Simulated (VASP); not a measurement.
# MgS (P1) in VASP: single point with PBE

Aim: the single point of MgS with PBE.

Program: VASP 6.6.1. These are calculated values, not measurements. Logs are shortened: lines on timing, memory, paths and dates and some standing lists are left out, and cuts for length are marked.

## (1) The cell of the first run

The typed cell holds 16 atoms: a = 8.057 Å, b = 8.057 Å, c = 6.454 Å, α = 90.00°, β = 90.00°, γ = 120.00°.

## (2) Single point, PBE

Contents of INCAR:

```
SYSTEM = MgS
PREC     = Accurate       ! precision mode
ENCUT    = 520            ! plane-wave cutoff, eV
EDIFF    = 1E-6           ! SCF threshold, eV
ISMEAR   = -1             ! smearing method
SIGMA    = 0.026          ! smearing width, eV
LREAL    = Auto         
LASPH    = .True.         ! aspherical terms in the spheres
NELM     = 60             ! most SCF steps
ALGO     = Normal         ! electronic algorithm
ISIF     = 2              ! what is computed and relaxed
LWAVE    = .False.        ! write WAVECAR
LCHARG   = .True.         ! write CHGCAR
GGA      = PE             ! functional
LELF     = .True.         ! ELF
LVHAR    = .True.       
NBANDS   = 46             ! bands
```

Contents of KPOINTS:

```
Automatic mesh
0
Gamma
  3 3 2
  0 0 0
```

Contents of POSCAR:

```
MgS
1.0
    8.0572512641      0.0000000000      0.0000000000
   -4.0286256320      6.9777842794      0.0000000000
    0.0000000000      0.0000000000      6.4543927776
Mg S
8 8
Direct
    0.1625620408      0.3284217322      0.0103741750
    0.3309700074      0.1593666349      0.5040280491
    0.1658957595      0.8248956645     -0.0083048866
    0.3428560883      0.6794115166      0.4921367678
    0.6599363842      0.3208412456      0.0015143175
    0.8392156891      0.1711496017      0.4943577359
    0.6728379093      0.8407817962     -0.0027686570
    0.8300428946      0.6718800428      0.5062214390
    0.1668654786      0.3278138028      0.3798955354
    0.3218062541      0.1602667774      0.8793132360
    0.1620478327      0.8460751671      0.3696570820
    0.3349728724      0.6608272505      0.8726345288
    0.6868292907      0.3342152618      0.3846978462
    0.8291499824      0.1596384978      0.8683173140
    0.6649594505      0.8496876319      0.3871815810
    0.8300961323      0.6639408463      0.8657125763
```

Potentials or basis: VASP PAW PBE potentials, release 64 (Mg, S).

Launch:

```console
cat potpaw_PBE.64/Mg/POTCAR potpaw_PBE.64/S/POTCAR > POTCAR
mpirun -np 1 vasp_std > vasp.out
```

OUTCAR:

```text
SYSTEM = MgS
   PREC = Accurate
   ENCUT = 520
   EDIFF = 1E-6
   ISMEAR = -1
   LREAL = Auto
   LASPH = .True.
   NELM = 60
   ISIF = 2
   GGA = PE

 ion  position               nearest neighbor table
   1  0.163  0.328  0.010-   9 2.39  10 2.44  12 2.48  14 2.50
   2  0.331  0.159  0.504-  11 2.35  10 2.42   9 2.45  13 2.60
   3  0.166  0.825  0.992-  11 2.45  12 2.45  10 2.45  16 2.48
   4  0.343  0.679  0.492-  15 2.35  12 2.46  11 2.55   9 2.56
   5  0.660  0.321  0.002-  14 2.46  13 2.48  10 2.49  16 2.55
   6  0.839  0.171  0.494-  13 2.31  15 2.35   9 2.40  14 2.42
[... 8 lines left out ...]
  15  0.665  0.850  0.387-   4 2.35   6 2.35   8 2.51   7 2.52
  16  0.830  0.664  0.866-   8 2.32   3 2.48   7 2.48   5 2.55

  LATTYP: Found a hexagonal cell.
 ALAT       =     8.0572512641
 C/A-ratio  =     0.8010663396

  Lattice vectors:

 A1 = (   8.0572512641,   0.0000000000,   0.0000000000)
 A2 = (  -4.0286256320,   6.9777842794,   0.0000000000)
 A3 = (   0.0000000000,   0.0000000000,   6.4543927776)

Analysis of symmetry for initial positions (statically):
=====================================================================
 Subroutine PRICEL returns:
 Original cell was already a primitive cell.

 Routine SETGRP: Setting up the symmetry group for a
 hexagonal supercell.

 Subroutine GETGRP returns: Found  1 space group operations
 (whereof  1 operations were pure point group operations)
 out of a pool of 24 trial point group operations.

The static configuration has the point symmetry C_1 .

Analysis of symmetry for dynamics (positions and initial velocities):
=====================================================================
 Subroutine PRICEL returns:
 Original cell was already a primitive cell.

 Routine SETGRP: Setting up the symmetry group for a
 hexagonal supercell.

 Subroutine GETGRP returns: Found  1 space group operations
 (whereof  1 operations were pure point group operations)
 out of a pool of 24 trial point group operations.

The dynamic configuration has the point symmetry C_1 .

 Subroutine INISYM returns: Found  1 space group operations
 (whereof  1 operations are pure point group operations),
 and found     1 'primitive' translations

----------------------------------------------------------------------------------------

                                     Primitive cell

  volume of cell :     362.8773

  direct lattice vectors                    reciprocal lattice vectors
     8.057251264  0.000000000  0.000000000     0.124111805  0.071655984  0.000000000
    -4.028625632  6.977784279  0.000000000     0.000000000  0.143311968  0.000000000
     0.000000000  0.000000000  6.454392778     0.000000000  0.000000000  0.154933242

  length of vectors
     8.057251264  8.057251264  6.454392778     0.143311968  0.143311968  0.154933242

  position of ions in fractional coordinates (direct lattice)
     0.162562041  0.328421732  0.010374175
     0.330970007  0.159366635  0.504028049
     0.165895760  0.824895664  0.991695113
     0.342856088  0.679411517  0.492136768
     0.659936384  0.320841246  0.001514318
     0.839215689  0.171149602  0.494357736
[... 8 lines left out ...]
     0.664959450  0.849687632  0.387181581
     0.830096132  0.663940846  0.865712576

  ion indices of the primitive-cell ions
   primitive index   ion index
                 1           1
                 2           2
                 3           3
                 4           4
                 5           5
                 6           6
[... 8 lines left out ...]
                15          15
                16          16

----------------------------------------------------------------------------------------

 KPOINTS: Automatic mesh

Automatic generation of k-mesh.
 Grid dimensions read from file:
 generate k-points for:    3    3    2

 Generating k-lattice:

  Cartesian coordinates                     Fractional coordinates (reciprocal lattice)
     0.041370602  0.023885328  0.000000000     0.333333333  0.000000000  0.000000000
     0.000000000  0.047770656  0.000000000     0.000000000  0.333333333  0.000000000
     0.000000000  0.000000000  0.077466621     0.000000000  0.000000000  0.500000000

  Length of vectors
     0.047770656  0.047770656  0.077466621

  Shift w.r.t. Gamma in fractional coordinates (k-lattice)
     0.000000000  0.000000000  0.000000000

 Subroutine IBZKPT returns following result:
 ===========================================

 Found     10 irreducible k-points:

 Following reciprocal coordinates:
            Coordinates               Weight
  0.000000  0.000000  0.000000      1.000000
  0.333333  0.000000  0.000000      2.000000
  0.000000  0.333333  0.000000      2.000000
 -0.333333  0.333333  0.000000      2.000000
  0.333333  0.333333  0.000000      2.000000
  0.000000  0.000000  0.500000      1.000000
  0.333333  0.000000  0.500000      2.000000
  0.000000  0.333333  0.500000      2.000000
 -0.333333  0.333333  0.500000      2.000000
  0.333333  0.333333  0.500000      2.000000
   k-points           NKPTS =     10   k-points in BZ     NKDIM =     10   number of bands    NBANDS=     46
   number of dos      NEDOS =    301   number of ions     NIONS =     16
   total plane-waves  NPLWV = 172800
   dimension x,y,z NGX =    60 NGY =   60 NGZ =   48
   dimension x,y,z NGXF=   120 NGYF=  120 NGZF=   96
   ions per type =               8   8
   NGX,Y,Z   is equivalent  to a cutoff of  12.38, 12.38, 12.36 a.u.
   NGXF,Y,Z  is equivalent  to a cutoff of  24.76, 24.76, 24.73 a.u.
 SYSTEM =  MgS
   PREC   = accura    normal or accurate (medium, high low for compatibility)
   ISTART =      0    job   : 0-new  1-cont  2-samecut
   ICHARG =      2    charge: 1-file 2-atom 10-const
   ISPIN  =      1    spin polarized calculation?
   LNONCOLLINEAR =      F non collinear calculations
   LSORBIT =      F    spin-orbit coupling
   LASPH  =      T    aspherical Exc in radial PAW
   ENCUT  =  520.0 eV  38.22 Ry    6.18 a.u.  14.98 14.98 12.00*2*pi/ulx,y,z
   NELM   =     60;   NELMIN=  2; NELMDL= -5     # of ELM steps
   EDIFF  = 0.1E-05   stopping-criterion for ELM
   LREAL  =      T    real-space projection
   EDIFFG = 0.1E-04   stopping-criterion for IOM
   NSW    =      0    number of steps for IOM
   IBRION =     -1    ionic relax: 0-MD 1-quasi-New 2-CG
   NFREE  =      0    steps in history (QN), initial steepest desc. (CG)
   ISIF   =      2    stress and relaxation
   ISYM   =      2    0-nonsym 1-usesym 2-fastsym
   POTIM  = 0.5000    time-step for ionic-motion
   TEBEG  =    0.0;   TEEND  =   0.0 temperature during run
   PSTRESS=    0.0 pullay stress
   NELECT =      64.0000    total number of electrons
   NUPDOWN=      -1.0000    fix difference up-down
   EMIN   =  10.00;   EMAX   =-10.00  energy-range for DOS
   EFERMI =   0.00;   METHOD = LEGACY
   ISMEAR =    -1;   SIGMA  =   0.03  broadening in eV -4-tet -1-fermi 0-gaus
   EFERMI_NEDOS =   21; number of points for ismear=-14 and -15
   IALGO  =     38    algorithm
   IMIX   =      4    mixing-type and parameters
     AMIX     =   0.40;   BMIX     =  1.00
     AMIX_MAG =   1.60;   BMIX_MAG =  1.00
  volume/ion in A,a.u.               =      22.68       153.05
  Fermi-wavevector in a.u.,A,eV,Ry     =   0.918082  1.734924 11.468008  0.842875
  Thomas-Fermi vector in A             =   2.043124
   LORBIT       =      0    0 simple, 1 ext, 2 COOP (PROOUT), +10 PAW based schemes
   GGA     = PE    functional components
   LHFCALC =     F    Hartree Fock is set to
   AEXX    =    0.0000 exact exchange contribution
   IVDW    =     0    specifies the selected vdW correction
   LEPSILON=     F    determine dielectric tensor
   LRPA    =     F    only Hartree local field effects (RPA)
 non-spin polarized calculation
  energy-cutoff  :      520.00
  volume of cell :      362.88
 maximum number of plane-waves:      9777
   NGX = 29   NGY = 29   NGZ = 25

 number of electron      63.9999999 magnetization

 Free energy of the ion-electron system (eV)
  ---------------------------------------------------
  ext. energy  EPLUGINS =         0.00000000
  ---------------------------------------------------
  free energy    TOTEN  =       -67.44860063 eV

  energy without entropy =      -67.44860063  energy(sigma->0) =      -67.44860063

 E-fermi :   1.7010     XC(G=0):  -8.3810

 val. band max:        1.1392996637   @ k =   0.0000   0.0000   0.0000
 cond. band min:       4.5912742568   @ k =   0.0000   0.0000   0.0000
 fundamental gap:      3.4519745932
 Fermi energy:         1.7009740231

 k-point     1 :       0.0000    0.0000    0.0000
  band No.  band energies     occupation
      1     -10.2258      2.00000
      2      -9.6225      2.00000
      3      -9.5387      2.00000
      4      -9.5188      2.00000
      5      -9.4685      2.00000
      6      -9.3344      2.00000
[... 36 lines left out ...]
     43       7.1474      0.00000
     44       8.5995      0.00000

 k-point     2 :       0.3333    0.0000    0.0000
  band No.  band energies     occupation
      1     -10.0974      2.00000
      2      -9.7880      2.00000
      3      -9.5569      2.00000
      4      -9.5495      2.00000
      5      -9.4204      2.00000
      6      -9.3274      2.00000
[... 36 lines left out ...]
     43       7.6772      0.00000
     44       8.1531      0.00000

 k-point     3 :       0.0000    0.3333    0.0000
  band No.  band energies     occupation
      1     -10.0967      2.00000
      2      -9.7626      2.00000
      3      -9.6298      2.00000
      4      -9.5078      2.00000
      5      -9.4314      2.00000
      6      -9.3299      2.00000
[... 36 lines left out ...]
     43       7.6835      0.00000
     44       8.0850      0.00000

 k-point     4 :      -0.3333    0.3333    0.0000
  band No.  band energies     occupation
      1     -10.0972      2.00000
      2      -9.7811      2.00000
      3      -9.5862      2.00000
      4      -9.5232      2.00000
      5      -9.4301      2.00000
      6      -9.3308      2.00000
[... 36 lines left out ...]
     43       7.5951      0.00000
     44       8.1264      0.00000

 k-point     5 :       0.3333    0.3333    0.0000
  band No.  band energies     occupation
      1      -9.9372      2.00000
      2      -9.8444      2.00000
      3      -9.8087      2.00000
      4      -9.4133      2.00000
      5      -9.3671      2.00000
      6      -9.3454      2.00000
[... 36 lines left out ...]
     43       7.6204      0.00000
     44       7.6887      0.00000

 k-point     6 :       0.0000    0.0000    0.5000
  band No.  band energies     occupation
      1      -9.9300      2.00000
      2      -9.8562      2.00000
      3      -9.5037      2.00000
      4      -9.4357      2.00000
      5      -9.4254      2.00000
      6      -9.4100      2.00000
[... 36 lines left out ...]
     43       7.4358      0.00000
     44       7.4986      0.00000

 k-point     7 :       0.3333    0.0000    0.5000
  band No.  band energies     occupation
      1      -9.8327      2.00000
      2      -9.7553      2.00000
      3      -9.5897      2.00000
      4      -9.5381      2.00000
      5      -9.4340      2.00000
      6      -9.4205      2.00000
[... 36 lines left out ...]
     43       7.7819      0.00000
     44       7.8340      0.00000

 k-point     8 :       0.0000    0.3333    0.5000
  band No.  band energies     occupation
      1      -9.8326      2.00000
      2      -9.7570      2.00000
      3      -9.5730      2.00000
      4      -9.5276      2.00000
      5      -9.4785      2.00000
      6      -9.4351      2.00000
[... 36 lines left out ...]
     43       7.8190      0.00000
     44       7.8732      0.00000

 k-point     9 :      -0.3333    0.3333    0.5000
  band No.  band energies     occupation
      1      -9.8325      2.00000
      2      -9.7555      2.00000
      3      -9.5792      2.00000
      4      -9.5360      2.00000
      5      -9.4631      2.00000
      6      -9.4188      2.00000
[... 36 lines left out ...]
     43       7.7830      0.00000
     44       7.8370      0.00000

 k-point    10 :       0.3333    0.3333    0.5000
  band No.  band energies     occupation
      1      -9.7407      2.00000
      2      -9.6233      2.00000
      3      -9.6095      2.00000
      4      -9.5983      2.00000
      5      -9.5754      2.00000
      6      -9.5394      2.00000
[... 36 lines left out ...]
     43       7.8402      0.00000
     44       7.9872      0.00000
 [bands above 44 left out]

------------------------ aborting loop because EDIFF is reached ----------------------------------------

  FORCE on cell =-STRESS in cart. coord.  units (eV):
  Direction    XX          YY          ZZ          XY          YZ          ZX
  --------------------------------------------------------------------------------------
  -------------------------------------------------------------------------------------
  Total        1.2828878      3.1791547      4.4395037     -0.4052361     -0.0181437     -0.2434107
  in kB        5.6642110     14.0366157     19.6013130     -1.7892001     -0.0801082     -1.0747078
  external PRESSURE =      13.1007132 kB  Pullay stress =       0.0000000 kB

 VOLUME and BASIS-vectors are now :
 -----------------------------------------------------------------------------
  energy-cutoff  :      520.00
  volume of cell :      362.88
      direct lattice vectors                 reciprocal lattice vectors
     8.057251264  0.000000000  0.000000000     0.124111805  0.071655984  0.000000000
    -4.028625632  6.977784279  0.000000000     0.000000000  0.143311968  0.000000000
     0.000000000  0.000000000  6.454392778     0.000000000  0.000000000  0.154933242

 POSITION                                       TOTAL-FORCE (eV/Angst)
 -----------------------------------------------------------------------------------
     -0.01328      2.29166      0.06696        -0.152105      0.048063     -0.473416
      2.02468      1.11203      3.25319         0.306992      0.672009     -0.122030
     -1.98653      5.75594      6.40079        -0.145607      0.012240     -0.078764
      0.02538      4.74079      3.17644        -0.718569     -0.499035      0.034149
      4.02472      2.23876      0.00977        -0.054603      0.243203     -0.106258
      6.07227      1.19425      3.19078         0.437491      0.088941      0.314825
[... 8 lines left out ...]
      1.93467      5.92894      2.49902         0.653244     -0.672201     -0.691156
      4.01352      4.63284      5.58765         0.009537     -0.220524      1.113640
 -----------------------------------------------------------------------------------
    total drift:                                0.000878     -0.009305      0.004458

  FREE ENERGIE OF THE ION-ELECTRON SYSTEM (eV)
  ---------------------------------------------------
  free  energy   TOTEN  =       -67.4486006263 eV

  energy  without entropy=      -67.4486006263  energy(sigma->0) =      -67.44860063
```

Wall time 3 min (1 thread of AMD EPYC 9R14 (Zen 4), shared host); peak memory 0.41 GiB.

What came out:

* Free energy: -67.4486 eV
* Pressure: 1.3 GPa
* Largest force: 1.459 eV/Å
* Band gap on the k mesh: 3.45 eV, direct

Forces on the atoms (eV/Å):
```
Mg  -0.152  0.048 -0.473
Mg   0.307  0.672 -0.122
Mg  -0.146  0.012 -0.079
Mg  -0.719 -0.499  0.034
Mg  -0.055  0.243 -0.106
Mg   0.437  0.089  0.315
Mg  -0.050 -0.472  0.137
Mg   0.015 -0.027 -0.848
S    0.261  0.616  0.226
S    0.391  0.066  0.134
S    0.346 -0.805  0.076
S   -0.025  0.038  0.223
S   -1.346  0.424 -0.370
S    0.072  0.488  0.432
S    0.653 -0.672 -0.691
S    0.010 -0.221  1.114
```

Caveat: the k points lie up to 0.49 Å⁻¹ apart; forces of over 1 eV/Å act on the atoms, so gaps and moduli don't describe the material at rest.
